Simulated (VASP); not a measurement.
# Tl in VASP: a series of runs, part 3 of 3

VASP 6.6.1. Earlier steps stand in the parts before.

### Step 4. Electric field gradients, PBE

Input file INCAR:

```
SYSTEM = Tl
PREC = Accurate
ENCUT = 520
EDIFF = 1E-8
ISMEAR = -1
SIGMA = 0.05
LREAL = .FALSE.
LASPH = .TRUE.
NELM = 100
ALGO = Normal
ISIF = 2
LWAVE = .FALSE.
LCHARG = .FALSE.
GGA = PE
LEFG = .TRUE.
NBANDS = 12
```

Input file KPOINTS:

```
regular mesh
0
G
  20 20 20
  0 0 0
```

Input file POSCAR:

```
Tl
1.0
    0.0000000000      2.1650000000      2.1650000000
    2.1650000000      0.0000000000      2.1650000000
    2.1650000000      2.1650000000      0.0000000000
Tl
1
Direct
    0.0000000000      0.0000000000      0.0000000000
```

Potentials or basis: VASP PAW PBE potentials, release 64 (Tl_d).

Launch:

```bash
cat potpaw_PBE.64/Tl_d/POTCAR > POTCAR
mpirun -np 1 vasp_std > vasp.out
```

OUTCAR:

```text
SYSTEM = Tl
   PREC = Accurate
   ENCUT = 520
   EDIFF = 1E-8
   ISMEAR = -1
   LREAL = .FALSE.
   LASPH = .TRUE.
   NELM = 100
   ISIF = 2
   GGA = PE

 ion  position               nearest neighbor table
   1  0.000  0.000  0.000-

  LATTYP: Found a face centered cubic cell.
 ALAT       =     4.3300000000

  Lattice vectors:

 A1 = (   0.0000000000,   2.1650000000,   2.1650000000)
 A2 = (   2.1650000000,   0.0000000000,   2.1650000000)
 A3 = (   2.1650000000,   2.1650000000,   0.0000000000)

Analysis of symmetry for initial positions (statically):
=====================================================================
 Subroutine PRICEL returns:
 Original cell was already a primitive cell.

 Routine SETGRP: Setting up the symmetry group for a
 face centered cubic supercell.

 Subroutine GETGRP returns: Found 48 space group operations
 (whereof 48 operations were pure point group operations)
 out of a pool of 48 trial point group operations.

The static configuration has the point symmetry O_h .

Analysis of symmetry for dynamics (positions and initial velocities):
=====================================================================
 Subroutine PRICEL returns:
 Original cell was already a primitive cell.

 Routine SETGRP: Setting up the symmetry group for a
 face centered cubic supercell.

 Subroutine GETGRP returns: Found 48 space group operations
 (whereof 48 operations were pure point group operations)
 out of a pool of 48 trial point group operations.

The dynamic configuration has the point symmetry O_h .

 Subroutine INISYM returns: Found 48 space group operations
 (whereof 48 operations are pure point group operations),
 and found     1 'primitive' translations

----------------------------------------------------------------------------------------

                                     Primitive cell

  volume of cell :      20.2957

  direct lattice vectors                    reciprocal lattice vectors
     0.000000000  2.165000000  2.165000000    -0.230946882  0.230946882  0.230946882
     2.165000000  0.000000000  2.165000000     0.230946882 -0.230946882  0.230946882
     2.165000000  2.165000000  0.000000000     0.230946882  0.230946882 -0.230946882

  length of vectors
     3.061772363  3.061772363  3.061772363     0.400011734  0.400011734  0.400011734

  position of ions in fractional coordinates (direct lattice)
     0.000000000  0.000000000  0.000000000

  ion indices of the primitive-cell ions
   primitive index   ion index
                 1           1

----------------------------------------------------------------------------------------

 KPOINTS: regular mesh

Automatic generation of k-mesh.
 Grid dimensions read from file:
 generate k-points for:   20   20   20

 Generating k-lattice:

[... 69 lines left out ...]
   POTIM  = 0.5000    time-step for ionic-motion
   TEBEG  =    0.0;   TEEND  =   0.0 temperature during run
   PSTRESS=    0.0 pullay stress
   NELECT =      13.0000    total number of electrons
   NUPDOWN=      -1.0000    fix difference up-down
   EMIN   =  10.00;   EMAX   =-10.00  energy-range for DOS
   EFERMI =   0.00;   METHOD = LEGACY
   ISMEAR =    -1;   SIGMA  =   0.05  broadening in eV -4-tet -1-fermi 0-gaus
   EFERMI_NEDOS =   21; number of points for ismear=-14 and -15
   IALGO  =     38    algorithm
   IMIX   =      4    mixing-type and parameters
     AMIX     =   0.40;   BMIX     =  1.00
     AMIX_MAG =   1.60;   BMIX_MAG =  1.00
  volume/ion in A,a.u.               =      20.30       136.96
  Fermi-wavevector in a.u.,A,eV,Ry     =   1.411198  2.666778 27.095740  1.991481
  Thomas-Fermi vector in A             =   2.533074
   LORBIT       =      0    0 simple, 1 ext, 2 COOP (PROOUT), +10 PAW based schemes
   GGA     = PE    functional components
   LHFCALC =     F    Hartree Fock is set to
   AEXX    =    0.0000 exact exchange contribution
   IVDW    =     0    specifies the selected vdW correction
   LEPSILON=     F    determine dielectric tensor
   LRPA    =     F    only Hartree local field effects (RPA)
 non-spin polarized calculation
  energy-cutoff  :      520.00
  volume of cell :       20.30
 maximum number of plane-waves:       568
   NGX = 11   NGY = 11   NGZ = 11

 number of electron      13.0000002 magnetization

 Free energy of the ion-electron system (eV)
  ---------------------------------------------------
  ext. energy  EPLUGINS =         0.00000000
  ---------------------------------------------------
  free energy    TOTEN  =        -1.40736055 eV

  energy without entropy =       -1.40375463  energy(sigma->0) =       -1.40555759

 E-fermi :  11.1055     XC(G=0): -12.0252

 val. band max:       11.0969782369   @ k =  -0.2500   0.3500   0.1500
 cond. band min:      11.1313547938   @ k =  -0.4500   0.4000   0.1000
 fundamental gap:      0.0343765569
 Fermi energy:        11.1054952894

 k-point     1 :       0.0000    0.0000    0.0000
  band No.  band energies     occupation
      1      -1.9606      2.00000
      2      -1.4468      2.00000
      3      -1.4468      2.00000
      4      -1.4468      2.00000
      5      -0.8078      2.00000
      6      -0.8078      2.00000
      7      22.0566      0.00000
      8      24.0166      0.00000
      9      24.0166      0.00000
     10      24.0166      0.00000
     11      29.0285      0.00000
     12      29.9972      0.00000
[... 331 lines left out ...]
 k-point    24 :      -0.3500    0.0500    0.0000
  band No.  band energies     occupation
      1      -2.0527      2.00000
      2      -1.3868      2.00000
      3      -1.3655      2.00000
      4      -0.4824      2.00000
      5      -0.4187      2.00000
      6       2.5634      2.00000
      7      10.7318      1.99886
      8      20.8565      0.00000
      9      22.1123      0.00000
     10      22.5964      0.00000
     11      27.2981      0.00000
     12      27.6344      0.00000

 [... further k-points ...]

------------------------ aborting loop because EDIFF is reached ----------------------------------------

  FORCE on cell =-STRESS in cart. coord.  units (eV):
  Direction    XX          YY          ZZ          XY          YZ          ZX
  --------------------------------------------------------------------------------------
  -------------------------------------------------------------------------------------
  Total        4.7281819      4.7281819      4.7281819     -0.0000000     -0.0000000     -0.0000000
  in kB      373.2510717    373.2510717    373.2510717     -0.0000000     -0.0000000     -0.0000000
  external PRESSURE =     373.2510717 kB  Pullay stress =       0.0000000 kB

 VOLUME and BASIS-vectors are now :
 -----------------------------------------------------------------------------
  energy-cutoff  :      520.00
  volume of cell :       20.30
      direct lattice vectors                 reciprocal lattice vectors
     0.000000000  2.165000000  2.165000000    -0.230946882  0.230946882  0.230946882
     2.165000000  0.000000000  2.165000000     0.230946882 -0.230946882  0.230946882
     2.165000000  2.165000000  0.000000000     0.230946882  0.230946882 -0.230946882

 POSITION                                       TOTAL-FORCE (eV/Angst)
 -----------------------------------------------------------------------------------
      0.00000      0.00000      0.00000         0.000000      0.000000      0.000000
 -----------------------------------------------------------------------------------
    total drift:                                0.000000     -0.000000     -0.000000

  FREE ENERGIE OF THE ION-ELECTRON SYSTEM (eV)
  ---------------------------------------------------
  free  energy   TOTEN  =        -1.4073605521 eV

  energy  without entropy=       -1.4037546350  energy(sigma->0) =       -1.40555759

 Electric field gradients (V/A^2)
---------------------------------------------------------------------
 ion       V_xx      V_yy      V_zz      V_xy      V_xz      V_yz
---------------------------------------------------------------------
   1       0.000     0.000    -0.000    -0.000    -0.000    -0.000
---------------------------------------------------------------------

 Electric field gradients after diagonalization (V/A^2)
 (convention: |V_zz| > |V_xx| > |V_yy|)
----------------------------------------------------------------------
 ion       V_xx      V_yy      V_zz     asymmetry (V_yy - V_xx)/ V_zz
----------------------------------------------------------------------
   1       0.000     0.000    -0.001       0.000
----------------------------------------------------------------------

           NMR quadrupolar parameters

 Cq : quadrupolar parameter    Cq=e*Q*V_zz/h
 eta: asymmetry parameters     (V_yy - V_xx)/ V_zz
 Q  : nuclear electric quadrupole moment in mb (millibarn)
----------------------------------------------------------------------
 ion       Cq(MHz)       eta       Q (mb)
----------------------------------------------------------------------
   1      -0.000       0.000       1.000
----------------------------------------------------------------------
```

Wall time 26 s (1 thread of Intel Xeon Platinum 8488C (Sapphire Rapids), shared host); peak memory 0.18 GiB.

Results:

- Free energy: -1.4074 eV
- Pressure: 37.3 GPa
- Band gap on the k mesh: zero (an odd number of electrons rules out a gap without spin polarisation)
- Largest electric field gradient by atom: zero within the noise of the run

Caveat: the cell stands under pressure; spin-orbit coupling is left out, which moves the levels of the heavy elements.

### Step 5. Summary

```csv
cell,k mesh,gap on the mesh (eV),pressure (GPa)
"a = 3.062 Å, angles 60.0°, 1 atom",10 × 10 × 10,none,37.1
"a = 3.031, b = 3.031, c = 3.001 Å, angles 60.3, 60.3, 59.3°, 1 atom",14 × 14 × 14,none,45.8
"a = 3.062 Å, angles 60.0°, 1 atom",20 × 20 × 20,none,37.3
```

Alike in all rows: task electric field gradients; level PBE; potentials or basis VASP PAW PBE potentials, release 64 (Tl_d); no spin polarisation; cutoff (eV) 520; smearing fermi-dirac 0.05 eV.

Caveats: the cell stands under pressure; spin-orbit coupling is left out, which moves the levels of the heavy elements.

Total energies depend on the potentials used, so only differences within one code and one set of settings carry meaning.
